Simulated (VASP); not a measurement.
A run of VASP 6.6.1:

File INCAR:

```
PREC = Accurate
ENCUT = 520
EDIFF = 1E-6
ISMEAR = 0
SIGMA = 0.01
LREAL = F
LASPH = T
NELM = 60
ALGO = Normal
ISIF = 2
LWAVE = F
LCHARG = T
GGA = PS
LELF = T
LVHAR = T
NBANDS = 25
```

KPOINTS

```
regular mesh
0
Gamma
  4 4 4
```

File POSCAR:

```
CO2
1.0
    3.5161000000      0.0000000000      0.0000000000
    0.0000000000      3.5161000000      0.0000000000
    0.0000000000      0.0000000000      4.1043000000
C O
2 4
Direct
    0.0200000000      0.0000000000      0.0000000000
    0.5000000000      0.5000000000      0.5000000000
    0.2300000000      0.2300000000      0.0000000000
    0.2700000000      0.7300000000      0.5000000000
    0.7700000000      0.7700000000      0.0000000000
    0.7300000000      0.2700000000      0.5000000000
```

Potentials or basis: VASP PAW PBE potentials, release 64 (C, O).

Run with:

```sh
$ cat potpaw_PBE.64/C/POTCAR potpaw_PBE.64/O/POTCAR > POTCAR
$ mpirun -np 1 vasp_std > vasp.out
```

Hardware: 1 thread of Intel Xeon 6975P-C, on a shared host.

Estimate the wall time of this run.

Run time: 30 s on 1 thread of Intel Xeon 6975P-C, on a shared host, peak memory 0.17 GiB. Counts: scf iterations 13, k points 30.
